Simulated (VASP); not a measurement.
# SrVO3 (Pm-3m) in VASP: a series of runs, part 3 of 3

VASP 6.6.1. Earlier steps stand in the parts before.

## (4) Single point, PBE (11.71 Å³/atom)

This run uses another cell than the first one, of 11.71 Å³/atom.

The input, INCAR:

```
SYSTEM = SrVO3
PREC     = Accurate       ! precision mode
ENCUT    = 520            ! plane-wave cutoff, eV
EDIFF    = 1E-6           ! SCF threshold, eV
ISMEAR   = 0              ! smearing method
SIGMA    = 0.05           ! smearing width, eV
LREAL    = .False.        ! projectors in reciprocal space
LASPH    = .True.         ! aspherical terms in the spheres
NELM     = 60             ! most SCF steps
ALGO     = Normal         ! electronic algorithm
ISIF     = 2              ! what is computed and relaxed
LWAVE    = .False.        ! write WAVECAR
LCHARG   = .False.        ! write CHGCAR
GGA      = PE             ! functional
NBANDS   = 28             ! bands
```

The input, KPOINTS:

```
regular mesh
0
Gamma
  8 8 8
  0 0 0
```

The input, POSCAR:

```
SrVO3
1.0
    3.8833959243      0.0000000000      0.0000000000
    0.0000000000      3.8833959243      0.0000000000
    0.0000000000      0.0000000000      3.8833959243
Sr V O
1 1 3
Direct
    0.5000000000      0.5000000000      0.5000000000
    0.0000000000      0.0000000000      0.0000000000
    0.5000000000      0.0000000000      0.0000000000
    0.0000000000      0.5000000000      0.0000000000
    0.0000000000      0.0000000000      0.5000000000
```

Potentials or basis: VASP PAW PBE potentials, release 64 (Sr_sv, V_sv, O).

The run is started by

```
$ cat potpaw_PBE.64/Sr_sv/POTCAR potpaw_PBE.64/V_sv/POTCAR potpaw_PBE.64/O/POTCAR > POTCAR
$ mpirun -np 1 vasp_std > vasp.out
```

OUTCAR:

```text
SYSTEM = SrVO3
   PREC = Accurate
   ENCUT = 520
   EDIFF = 1E-6
   ISMEAR = 0
   LREAL = .False.
   LASPH = .True.
   NELM = 60
   ISIF = 2
   GGA = PE

 ion  position               nearest neighbor table
   1  0.500  0.500  0.500-   3 2.75   4 2.75   5 2.75   3 2.75   4 2.75   3 2.75   5 2.75   3 2.75
                             4 2.75   5 2.75   4 2.75   5 2.75   2 3.36   2 3.36   2 3.36   2 3.36
   2  0.000  0.000  0.000-   3 1.94   4 1.94   5 1.94   5 1.94   4 1.94   3 1.94   1 3.36   1 3.36
                             1 3.36   1 3.36   1 3.36   1 3.36   1 3.36   1 3.36
   3  0.500  0.000  0.000-   2 1.94   2 1.94   1 2.75   1 2.75   1 2.75   1 2.75
   4  0.000  0.500  0.000-   2 1.94   2 1.94   1 2.75   1 2.75   1 2.75   1 2.75
   5  0.000  0.000  0.500-   2 1.94   2 1.94   1 2.75   1 2.75   1 2.75   1 2.75

  LATTYP: Found a simple cubic cell.
 ALAT       =     3.8833959243

  Lattice vectors:

 A1 = (   3.8833959243,   0.0000000000,   0.0000000000)
 A2 = (   0.0000000000,   3.8833959243,   0.0000000000)
 A3 = (   0.0000000000,   0.0000000000,   3.8833959243)

Analysis of symmetry for initial positions (statically):
=====================================================================
 Subroutine PRICEL returns:
 Original cell was already a primitive cell.

 Routine SETGRP: Setting up the symmetry group for a
 simple cubic supercell.

 Subroutine GETGRP returns: Found 48 space group operations
 (whereof 48 operations were pure point group operations)
 out of a pool of 48 trial point group operations.

The static configuration has the point symmetry O_h .

Analysis of symmetry for dynamics (positions and initial velocities):
=====================================================================
 Subroutine PRICEL returns:
 Original cell was already a primitive cell.

 Routine SETGRP: Setting up the symmetry group for a
 simple cubic supercell.

 Subroutine GETGRP returns: Found 48 space group operations
 (whereof 48 operations were pure point group operations)
 out of a pool of 48 trial point group operations.

The dynamic configuration has the point symmetry O_h .

 Subroutine INISYM returns: Found 48 space group operations
 (whereof 48 operations are pure point group operations),
 and found     1 'primitive' translations

----------------------------------------------------------------------------------------

                                     Primitive cell

  volume of cell :      58.5646

  direct lattice vectors                    reciprocal lattice vectors
     3.883395924  0.000000000  0.000000000     0.257506579  0.000000000  0.000000000
     0.000000000  3.883395924  0.000000000     0.000000000  0.257506579  0.000000000
     0.000000000  0.000000000  3.883395924     0.000000000  0.000000000  0.257506579

  length of vectors
     3.883395924  3.883395924  3.883395924     0.257506579  0.257506579  0.257506579

  position of ions in fractional coordinates (direct lattice)
     0.500000000  0.500000000  0.500000000
     0.000000000  0.000000000  0.000000000
     0.500000000  0.000000000  0.000000000
     0.000000000  0.500000000  0.000000000
     0.000000000  0.000000000  0.500000000

[... 31 lines left out ...]

 Found     35 irreducible k-points:

 Following reciprocal coordinates:
            Coordinates               Weight
  0.000000  0.000000  0.000000      1.000000
  0.125000  0.000000  0.000000      6.000000
  0.250000  0.000000  0.000000      6.000000
  0.375000  0.000000  0.000000      6.000000
  0.500000  0.000000  0.000000      3.000000
  0.125000  0.125000  0.000000     12.000000
[... 16 lines left out ...]
  0.375000  0.375000  0.125000     24.000000
  0.500000  0.375000  0.125000     24.000000
 [... further k-points ...]
   k-points           NKPTS =     35   k-points in BZ     NKDIM =     35   number of bands    NBANDS=     28
   number of dos      NEDOS =    301   number of ions     NIONS =      5
   total plane-waves  NPLWV =  27000
   dimension x,y,z NGX =    30 NGY =   30 NGZ =   30
   dimension x,y,z NGXF=    60 NGYF=   60 NGZF=   60
   ions per type =               1   1   3
   NGX,Y,Z   is equivalent  to a cutoff of  12.84, 12.84, 12.84 a.u.
   NGXF,Y,Z  is equivalent  to a cutoff of  25.69, 25.69, 25.69 a.u.
 SYSTEM =  SrVO3
   PREC   = accura    normal or accurate (medium, high low for compatibility)
   ISTART =      0    job   : 0-new  1-cont  2-samecut
   ICHARG =      2    charge: 1-file 2-atom 10-const
   ISPIN  =      1    spin polarized calculation?
   LNONCOLLINEAR =      F non collinear calculations
   LSORBIT =      F    spin-orbit coupling
   LASPH  =      T    aspherical Exc in radial PAW
   ENCUT  =  520.0 eV  38.22 Ry    6.18 a.u.   7.22  7.22  7.22*2*pi/ulx,y,z
   NELM   =     60;   NELMIN=  2; NELMDL= -5     # of ELM steps
   EDIFF  = 0.1E-05   stopping-criterion for ELM
   LREAL  =      F    real-space projection
   EDIFFG = 0.1E-04   stopping-criterion for IOM
   NSW    =      0    number of steps for IOM
   IBRION =     -1    ionic relax: 0-MD 1-quasi-New 2-CG
   NFREE  =      0    steps in history (QN), initial steepest desc. (CG)
   ISIF   =      2    stress and relaxation
   ISYM   =      2    0-nonsym 1-usesym 2-fastsym
   POTIM  = 0.5000    time-step for ionic-motion
   TEBEG  =    0.0;   TEEND  =   0.0 temperature during run
   PSTRESS=    0.0 pullay stress
   NELECT =      41.0000    total number of electrons
   NUPDOWN=      -1.0000    fix difference up-down
   EMIN   =  10.00;   EMAX   =-10.00  energy-range for DOS
   EFERMI =   0.00;   METHOD = LEGACY
   ISMEAR =     0;   SIGMA  =   0.05  broadening in eV -4-tet -1-fermi 0-gaus
   EFERMI_NEDOS =   21; number of points for ismear=-14 and -15
   IALGO  =     38    algorithm
   IMIX   =      4    mixing-type and parameters
     AMIX     =   0.40;   BMIX     =  1.00
     AMIX_MAG =   1.60;   BMIX_MAG =  1.00
  volume/ion in A,a.u.               =      11.71        79.04
  Fermi-wavevector in a.u.,A,eV,Ry     =   1.453643  2.746987 28.750174  2.113078
  Thomas-Fermi vector in A             =   2.570886
   LORBIT       =      0    0 simple, 1 ext, 2 COOP (PROOUT), +10 PAW based schemes
   GGA     = PE    functional components
   LHFCALC =     F    Hartree Fock is set to
   AEXX    =    0.0000 exact exchange contribution
   IVDW    =     0    specifies the selected vdW correction
   LEPSILON=     F    determine dielectric tensor
   LRPA    =     F    only Hartree local field effects (RPA)
 non-spin polarized calculation
 Gauss-broadening in eV      SIGMA  =   0.05
  energy-cutoff  :      520.00
  volume of cell :       58.56
 maximum number of plane-waves:      1600
 NGX is ok and might be reduce to    30
   NGX = 15   NGY = 15   NGZ = 15

 number of electron      41.0000018 magnetization

 Free energy of the ion-electron system (eV)
  ---------------------------------------------------
  ext. energy  EPLUGINS =         0.00000000
  ---------------------------------------------------
  free energy    TOTEN  =       -39.27124509 eV

  energy without entropy =      -39.26602809  energy(sigma->0) =      -39.26863659

 E-fermi :   6.0832     XC(G=0): -11.3955

 val. band max:        6.0328648284   @ k =   0.2500   0.2500   0.0000
 cond. band min:       6.0925350925   @ k =   0.2500   0.0000   0.0000
 fundamental gap:      0.0596702641
 Fermi energy:         6.0831784639

 k-point     1 :       0.0000    0.0000    0.0000
  band No.  band energies     occupation
      1     -59.9315      2.00000
      2     -33.7499      2.00000
      3     -33.7499      2.00000
      4     -33.7499      2.00000
      5     -28.6396      2.00000
      6     -13.6118      2.00000
[... 733 lines left out ...]
     27      12.3839      0.00000
     28      12.9248      0.00000

 [... further k-points ...]

------------------------ aborting loop because EDIFF is reached ----------------------------------------

  FORCE on cell =-STRESS in cart. coord.  units (eV):
  Direction    XX          YY          ZZ          XY          YZ          ZX
  --------------------------------------------------------------------------------------
  -------------------------------------------------------------------------------------
  Total       -0.9619748     -0.9619748     -0.9619748      0.0000000      0.0000000     -0.0000000
  in kB      -26.3171745    -26.3171745    -26.3171745      0.0000000      0.0000000     -0.0000000
  external PRESSURE =     -26.3171745 kB  Pullay stress =       0.0000000 kB

 VOLUME and BASIS-vectors are now :
 -----------------------------------------------------------------------------
  energy-cutoff  :      520.00
  volume of cell :       58.56
      direct lattice vectors                 reciprocal lattice vectors
     3.883395924  0.000000000  0.000000000     0.257506579  0.000000000  0.000000000
     0.000000000  3.883395924  0.000000000     0.000000000  0.257506579  0.000000000
     0.000000000  0.000000000  3.883395924     0.000000000  0.000000000  0.257506579

 POSITION                                       TOTAL-FORCE (eV/Angst)
 -----------------------------------------------------------------------------------
      1.94170      1.94170      1.94170         0.000000      0.000000      0.000000
      0.00000      0.00000      0.00000         0.000000      0.000000      0.000000
      1.94170      0.00000      0.00000         0.000000      0.000000      0.000000
      0.00000      1.94170      0.00000         0.000000      0.000000      0.000000
      0.00000      0.00000      1.94170         0.000000      0.000000      0.000000
 -----------------------------------------------------------------------------------
    total drift:                                0.000000     -0.000000      0.000000

  FREE ENERGIE OF THE ION-ELECTRON SYSTEM (eV)
  ---------------------------------------------------
  free  energy   TOTEN  =       -39.2712450885 eV

  energy  without entropy=      -39.2660280864  energy(sigma->0) =      -39.26863659
```

Wall time 52 s (1 thread of Intel Xeon Platinum 8488C (Sapphire Rapids), shared host); peak memory 0.2 GiB.

What came out:

| Property | Result |
| --- | --- |
| Free energy | -39.2712 eV |
| Pressure | -2.6 GPa |
| Band gap on the k mesh | zero (an odd number of electrons rules out a gap without spin polarisation) |

Caveat: an odd number of electrons without spin polarisation forces a metal; a magnetic or distorted state may lie lower; the run has no spin polarisation, though such a crystal can be magnetic; semilocal functionals often make such compounds metallic where correlation or magnetic order opens a gap, which also shifts bond lengths. With open d or f shells a metallic result of PBE can be an artefact of self-interaction; +U or a hybrid may open a gap.

## (5) Single point, PBE (11.94 Å³/atom)

This run uses another cell than the first one, of 11.94 Å³/atom.

The input, INCAR:

```
ALGO = Normal
EDIFF = 1E-6
ENCUT = 520
GGA = PE
ISIF = 2
ISMEAR = 0
LASPH = T
LCHARG = T
LELF = T
LREAL = F
LVHAR = T
LWAVE = F
NBANDS = 28
NELM = 100
PREC = Accurate
SIGMA = 0.05
```

The input, KPOINTS:

```
k-points
0
Gamma
  8 8 8
```

POSCAR: that of step 4 with these lines changed.

```diff
@@ -2,5 +2,5 @@
 1.0
-    3.8833959243      0.0000000000      0.0000000000
-    0.0000000000      3.8833959243      0.0000000000
-    0.0000000000      0.0000000000      3.8833959243
+    3.9086134875      0.0000000000      0.0000000000
+    0.0000000000      3.9086134875      0.0000000000
+    0.0000000000      0.0000000000      3.9086134875
 Sr V O
```

Potentials or basis: VASP PAW PBE potentials, release 64 (Sr_sv, V_sv, O).

The run is started by

```
$ cat potpaw_PBE.64/Sr_sv/POTCAR potpaw_PBE.64/V_sv/POTCAR potpaw_PBE.64/O/POTCAR > POTCAR
$ mpirun -np 1 vasp_std > vasp.out
```

OUTCAR:

```text
EDIFF = 1E-6
   ENCUT = 520
   GGA = PE
   ISIF = 2
   ISMEAR = 0
   LASPH = T
   LREAL = F
   NELM = 100
   PREC = Accurate

 ion  position               nearest neighbor table
   1  0.500  0.500  0.500-   3 2.76   4 2.76   5 2.76   3 2.76   4 2.76   3 2.76   5 2.76   3 2.76
                             4 2.76   5 2.76   4 2.76   5 2.76   2 3.38   2 3.38   2 3.38   2 3.38
   2  0.000  0.000  0.000-   3 1.95   4 1.95   5 1.95   5 1.95   4 1.95   3 1.95   1 3.38   1 3.38
                             1 3.38   1 3.38   1 3.38   1 3.38   1 3.38   1 3.38
   3  0.500  0.000  0.000-   2 1.95   2 1.95   1 2.76   1 2.76   1 2.76   1 2.76
   4  0.000  0.500  0.000-   2 1.95   2 1.95   1 2.76   1 2.76   1 2.76   1 2.76
   5  0.000  0.000  0.500-   2 1.95   2 1.95   1 2.76   1 2.76   1 2.76   1 2.76

  LATTYP: Found a simple cubic cell.
 ALAT       =     3.9086134875

  Lattice vectors:

 A1 = (   3.9086134875,   0.0000000000,   0.0000000000)
 A2 = (   0.0000000000,   3.9086134875,   0.0000000000)
 A3 = (   0.0000000000,   0.0000000000,   3.9086134875)

Analysis of symmetry for initial positions (statically):
=====================================================================
 Subroutine PRICEL returns:
 Original cell was already a primitive cell.

 Routine SETGRP: Setting up the symmetry group for a
 simple cubic supercell.

 Subroutine GETGRP returns: Found 48 space group operations
 (whereof 48 operations were pure point group operations)
 out of a pool of 48 trial point group operations.

The static configuration has the point symmetry O_h .

Analysis of symmetry for dynamics (positions and initial velocities):
=====================================================================
 Subroutine PRICEL returns:
 Original cell was already a primitive cell.

 Routine SETGRP: Setting up the symmetry group for a
 simple cubic supercell.

[... 128 lines left out ...]
   IMIX   =      4    mixing-type and parameters
     AMIX     =   0.40;   BMIX     =  1.00
     AMIX_MAG =   1.60;   BMIX_MAG =  1.00
  volume/ion in A,a.u.               =      11.94        80.59
  Fermi-wavevector in a.u.,A,eV,Ry     =   1.444264  2.729264 28.380390  2.085900
  Thomas-Fermi vector in A             =   2.562579
   LORBIT       =      0    0 simple, 1 ext, 2 COOP (PROOUT), +10 PAW based schemes
   GGA     = PE    functional components
   LHFCALC =     F    Hartree Fock is set to
   AEXX    =    0.0000 exact exchange contribution
   IVDW    =     0    specifies the selected vdW correction
   LEPSILON=     F    determine dielectric tensor
   LRPA    =     F    only Hartree local field effects (RPA)
 non-spin polarized calculation
 Gauss-broadening in eV      SIGMA  =   0.05
  energy-cutoff  :      520.00
  volume of cell :       59.71
 maximum number of plane-waves:      1640
 NGX is ok and might be reduce to    30
   NGX = 15   NGY = 15   NGZ = 15

 number of electron      41.0000017 magnetization

 Free energy of the ion-electron system (eV)
  ---------------------------------------------------
  ext. energy  EPLUGINS =         0.00000000
  ---------------------------------------------------
  free energy    TOTEN  =       -39.24230305 eV

  energy without entropy =      -39.23699736  energy(sigma->0) =      -39.23965021

 E-fermi :   5.8670     XC(G=0): -11.2911

 val. band max:        5.8195986437   @ k =   0.2500   0.2500   0.0000
 cond. band min:       5.8773309835   @ k =   0.2500   0.0000   0.0000
 fundamental gap:      0.0577323398
 Fermi energy:         5.8669841603

 k-point     1 :       0.0000    0.0000    0.0000
  band No.  band energies     occupation
      1     -60.1488      2.00000
      2     -33.9580      2.00000
      3     -33.9580      2.00000
      4     -33.9580      2.00000
      5     -28.8613      2.00000
      6     -13.6928      2.00000
[... 733 lines left out ...]
     27      12.1308      0.00000
     28      12.6542      0.00000

 [... further k-points ...]

------------------------ aborting loop because EDIFF is reached ----------------------------------------

  FORCE on cell =-STRESS in cart. coord.  units (eV):
  Direction    XX          YY          ZZ          XY          YZ          ZX
  --------------------------------------------------------------------------------------
  -------------------------------------------------------------------------------------
  Total       -2.1540508     -2.1540508     -2.1540508     -0.0000000      0.0000000      0.0000000
  in kB      -57.7960756    -57.7960756    -57.7960756     -0.0000000      0.0000000      0.0000000
  external PRESSURE =     -57.7960756 kB  Pullay stress =       0.0000000 kB

 VOLUME and BASIS-vectors are now :
 -----------------------------------------------------------------------------
  energy-cutoff  :      520.00
  volume of cell :       59.71
      direct lattice vectors                 reciprocal lattice vectors
     3.908613487  0.000000000  0.000000000     0.255845200  0.000000000  0.000000000
     0.000000000  3.908613487  0.000000000     0.000000000  0.255845200  0.000000000
     0.000000000  0.000000000  3.908613487     0.000000000  0.000000000  0.255845200

 POSITION                                       TOTAL-FORCE (eV/Angst)
 -----------------------------------------------------------------------------------
      1.95431      1.95431      1.95431         0.000000      0.000000      0.000000
      0.00000      0.00000      0.00000         0.000000      0.000000      0.000000
      1.95431      0.00000      0.00000         0.000000      0.000000      0.000000
      0.00000      1.95431      0.00000         0.000000      0.000000      0.000000
      0.00000      0.00000      1.95431         0.000000      0.000000      0.000000
 -----------------------------------------------------------------------------------
    total drift:                                0.000000     -0.000000      0.000000

  FREE ENERGIE OF THE ION-ELECTRON SYSTEM (eV)
  ---------------------------------------------------
  free  energy   TOTEN  =       -39.2423030520 eV

  energy  without entropy=      -39.2369973615  energy(sigma->0) =      -39.23965021
```

stdout:

```text
POSCAR found type information on POSCAR SrV O
 POSCAR found :  3 types and       5 ions
 scaLAPACK will be used
 LDA part: xc-table for (Slater+PW92), standard interpolation
 POSCAR, INCAR and KPOINTS ok, starting setup
 FFT: planning ... GRIDC
 FFT: planning ... GRID_SOFT
 FFT: planning ... GRID
 WAVECAR not read
 entering main loop
```

It took 55 s on 1 thread of Intel Xeon Platinum 8488C (Sapphire Rapids), shared host; peak memory 0.21 GiB.

What came out:

| Quantity | Value |
| --- | --- |
| Free energy | -39.2423 eV |
| Pressure | -5.8 GPa |
| Band gap on the k mesh | zero (an odd number of electrons rules out a gap without spin polarisation) |

Caveat: the cell stands under tension; an odd number of electrons without spin polarisation forces a metal; a magnetic or distorted state may lie lower; the run has no spin polarisation, though such a crystal can be magnetic; semilocal functionals often make such compounds metallic where correlation or magnetic order opens a gap, which also shifts bond lengths.

## (6) Overview

| cell | gap on the mesh (eV) | pressure (GPa) |
| --- | --- | --- |
| a = 3.806 Å, 5 atoms | none | 9.1 |
| a = 3.832 Å, 5 atoms | none | 4.8 |
| a = 3.883 Å, 5 atoms | none | -2.6 |
| a = 3.909 Å, 5 atoms | none | -5.8 |

Alike in all rows: task single point; level PBE; potentials or basis VASP PAW PBE potentials, release 64 (Sr_sv, V_sv, O); no spin polarisation; k mesh 8 × 8 × 8; cutoff (eV) 520; smearing gaussian 0.05 eV.

Caveats: an odd number of electrons without spin polarisation forces a metal; a magnetic or distorted state may lie lower; the run has no spin polarisation, though such a crystal can be magnetic; semilocal functionals often make such compounds metallic where correlation or magnetic order opens a gap, which also shifts bond lengths; the cell stands under pressure (at least some runs); the cell stands under tension (at least some runs).

Total energies depend on the potentials used, so only differences within one code and one set of settings carry meaning.
